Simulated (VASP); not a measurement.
Set up this calculation in VASP 6.6.1, as the native input.

```
Task                   : single point
Functional             : PBEsol
Potentials or basis    : VASP PAW PBE potentials, release 64 (Mo_sv, Sb)
Cutoff                 : 520 eV
k mesh                 : 10 × 10 × 6
Occupations            : gaussian, width 0.05 eV
Spin                   : no spin polarisation
Dipole correction      : no
Further INCAR settings : ALGO = Normal; EDIFF = 1e-06; NBANDS = 27
```

The structure of SbMo lies in POSCAR:

```
SbMo
1.0
    4.3582954797      0.0000000000      0.0000000000
   -2.1791477398      3.7743946027      0.0000000000
    0.0000000000      0.0000000000      5.2527398165
Mo Sb
2 2
Direct
    0.0000000000      0.0000000000      0.0000000000
    0.0000000000      0.0000000000      0.5000000000
    0.3333333333      0.6666666667      0.2500000000
    0.6666666667      0.3333333333      0.7500000000
```

These files were run (other wordings do the same):

INCAR

```
SYSTEM = SbMo
ALGO = Normal
EDIFF = 1E-6
ENCUT = 520
GGA = PS
ISIF = 2
ISMEAR = 0
LASPH = .True.
LCHARG = .False.
LREAL = .False.
LWAVE = .False.
NBANDS = 27
NELM = 100
PREC = Accurate
SIGMA = 0.05
```

KPOINTS

```
k-points
0
Gamma
  10 10 6
  0 0 0
```

Potentials or basis: VASP PAW PBE potentials, release 64 (Mo_sv, Sb).

Run with:

```bash
$ cat potpaw_PBE.64/Mo_sv/POTCAR potpaw_PBE.64/Sb/POTCAR > POTCAR
$ mpirun -np 1 vasp_std > vasp.out
```

It gave:

```
Pressure               : -4.6 GPa
Band gap on the k mesh : zero (band 19 reaches 9.91 eV, above the bottom of band 20 at 8.45 eV)
```

Caveat: the PAW data sets were made with another functional, which shifts forces and pressure a little; spin-orbit coupling is left out, which moves the levels of the heavy elements.

Run time: 2.8 min on 1 thread of AMD EPYC 7R43 64-Core Processor (Zen 3) (shared host), peak memory 0.23 GiB.
